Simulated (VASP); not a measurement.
Write the native input for VASP 6.6.1 that does the following.

* Task: relaxation of cell and atoms
* Functional: PBE
* Potentials or basis: VASP PAW PBE potentials, release 64 (Bi_d, Pd, Te)
* Cutoff: 500 eV
* k mesh: 5 × 5 × 5
* Occupations: methfessel-paxton, width 0.0135 eV
* Spin: no spin polarisation
* Dipole correction: no
* Further INCAR settings: ALGO = Normal; EDIFF = 1e-07; IBRION = 2; EDIFFG = -0.01; NSW = 60; ISIF = 3

The structure of Bi2TePd2 lies in POSCAR:

```
Bi2TePd2
1.0
    3.9545050000      0.0000000000      0.0000000000
   -1.9772530000      3.4247070000      0.0000000000
   -1.9772530000      1.1415690000      9.1817980000
Bi Pd Te
2 2 1
Direct
    0.3980600000      0.6019400000      0.1941800000
    0.6019400000      0.3980600000      0.8058200000
    0.2116000000      0.7884000000      0.6348000000
    0.7884000000      0.2116000000      0.3652000000
    0.0000000000      0.0000000000      0.0000000000
```

The input as run:

INCAR

```
SYSTEM = Bi2TePd2
PREC = Accurate
ENCUT = 500
EDIFF = 1E-7
ISMEAR = 1
SIGMA = 0.0135
LREAL = .FALSE.
LASPH = .TRUE.
NELM = 120
ALGO = Normal
ISIF = 3
LWAVE = .FALSE.
LCHARG = .FALSE.
GGA = PE
IBRION = 2
NSW = 60
EDIFFG = -0.01
GGA_COMPAT = .FALSE.
NELMIN = 4
```

KPOINTS

```
regular mesh
0
G
  5 5 5
  0 0 0
```

Potentials or basis: VASP PAW PBE potentials, release 64 (Bi_d, Pd, Te).

The run is started by

```bash
$ cat potpaw_PBE.64/Bi_d/POTCAR potpaw_PBE.64/Pd/POTCAR potpaw_PBE.64/Te/POTCAR > POTCAR
$ mpirun -np 1 vasp_std > vasp.out
```

Results of the run:

The relaxed volume is 25.65 Å³/atom. The relaxed cell is a = 4.343 Å, b = 4.343 Å, c = 8.243 Å, α = 74.73°, β = 105.27°, γ = 120.00°, the space group after relaxing (to 0.1 Å) is R-3m (No. 166) and the energy gained by relaxing is 469.1 meV/atom. The ionic steps are 33 and the pressure after relaxing is 0.0 GPa. The largest force after relaxing is 0.010 eV/Å and the band gap on the k mesh is zero (bands 28 and 29 overlap by 2.12 eV).

Caveat: the k points lie up to 0.34 Å⁻¹ apart in the final cell, too coarse for converged energies and pressures of a metal; spin-orbit coupling is left out, which moves the levels of the heavy elements.

Run time: 18 min on 1 thread of Intel(R) Xeon(R) 6975P-C (Granite Rapids) (shared host), peak memory 0.3 GiB.
